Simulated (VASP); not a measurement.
Write the native input for VASP 6.6.1 that does the following.

```yaml
Task: relaxation of cell and atoms
Functional: PBEsol
Potentials_or_basis: VASP PAW PBE potentials, release 64 (La, Sc_sv, As)
Cutoff: 600 eV
k_mesh: 4 × 4 × 4
Occupations: fermi-dirac, width 0.03 eV
Spin: no spin polarisation
Dipole_correction: no
Further_INCAR_settings: ALGO = Normal; EDIFF = 1e-07; IBRION = 2; EDIFFG = -0.01; NSW = 100; ISIF = 3
```

The structure of La2ScAs3 lies in POSCAR:

```
La2ScAs3
1.0
    2.9784129100      1.7195875000      4.7736023500
   -2.9784129100      1.7195875000      4.7736023500
    0.0000000000     -3.4391749900      4.7736023500
La Sc As
2 1 3
Direct
    0.6247839200      0.6247839200      0.6247839200
    0.3752160800      0.3752160800      0.3752160800
    0.0000000000      0.0000000000      0.0000000000
    0.0000000000      0.5000000000      0.0000000000
    0.5000000000      0.0000000000      0.0000000000
    0.0000000000      0.0000000000      0.5000000000
```

One way to write it, as run:

INCAR

```
PREC     = Accurate       # precision mode
ENCUT    = 600            # plane-wave cutoff, eV
EDIFF    = 1E-7           # SCF threshold, eV
ISMEAR   = -1             # smearing method
SIGMA    = 0.03           # smearing width, eV
LREAL    = False          # projectors in reciprocal space
LASPH    = True           # aspherical terms in the spheres
NELM     = 80             # most SCF steps
ALGO     = Normal         # electronic algorithm
ISIF     = 3              # what is computed and relaxed
LWAVE    = False          # write WAVECAR
LCHARG   = False          # write CHGCAR
GGA      = PS             # functional
IBRION   = 2              # ionic algorithm
NSW      = 100            # ionic steps
EDIFFG   = -0.01          # ionic threshold
```

KPOINTS

```
regular mesh
0
Gamma
  4 4 4
```

Potentials or basis: VASP PAW PBE potentials, release 64 (La, Sc_sv, As).

Launch:

```bash
$ cat potpaw_PBE.64/La/POTCAR potpaw_PBE.64/Sc_sv/POTCAR potpaw_PBE.64/As/POTCAR > POTCAR
$ mpirun -np 1 vasp_std > vasp.out
```

It gave:

* Relaxed volume: 25.43 Å³/atom
* Relaxed cell: a = 5.428 Å, b = 5.428 Å, c = 5.428 Å, α = 79.37°, β = 79.37°, γ = 79.37°
* Space group after relaxing (to 0.1 Å): R-3m (No. 166)
* Energy gained by relaxing: 246.7 meV/atom
* Ionic steps: 34
* Pressure after relaxing: 0.0 GPa
* Largest force after relaxing: 0.004 eV/Å
* Band gap on the k mesh: zero (bands 24 and 25 overlap by 0.51 eV)

Caveat: the PAW data sets were made with another functional, which shifts forces and pressure a little; spin-orbit coupling is left out, which moves the levels of the heavy elements.

Wall time 58 min on 1 thread of AMD EPYC 7R43 64-Core Processor (Zen 3) (shared host), peak memory 0.39 GiB.
